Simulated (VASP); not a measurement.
SbS, 2 atoms in the cell. The structure is tetragonal, space group P4/mmm (No. 123). The conventional cell has a = 3.914 Å, b = 3.914 Å, c = 3.964 Å, α = 90.00°, β = 90.00°, γ = 90.00°. Within 2.6 Å of Sb (site symmetry 4/mmm) lie 2 S at 1.98 Å. Within 2.6 Å of S (site symmetry 4/mmm) lie 2 Sb at 1.98 Å. 

```yaml
Program: VASP 6.6.1
Task: single point
Functional: PBE
Potentials_or_basis: VASP PAW PBE potentials, release 64 (Sb, S)
Cutoff: 520 eV
k_mesh: 4 × 4 × 4
Occupations: gaussian, width 0.1 eV
Spin: no spin polarisation
Dipole_correction: no
Further_INCAR_settings: ALGO = Normal; EDIFF = 1e-06; NBANDS = 12
```

Potentials or basis: VASP PAW PBE potentials, release 64 (Sb, S).

Run with:

```console
$ cat potpaw_PBE.64/Sb/POTCAR potpaw_PBE.64/S/POTCAR > POTCAR
$ mpirun -np 1 vasp_std > vasp.out
```

Hardware: 1 thread of Intel(R) Xeon(R) Platinum 8488C (Sapphire Rapids) (shared host).

Problem. How long does it take, and how much memory?

Solution. Run time: 8.7 s on 1 thread of Intel(R) Xeon(R) Platinum 8488C (Sapphire Rapids), with other jobs on the host, peak memory 0.17 GiB. Counts: scf iterations 14, k points 18.
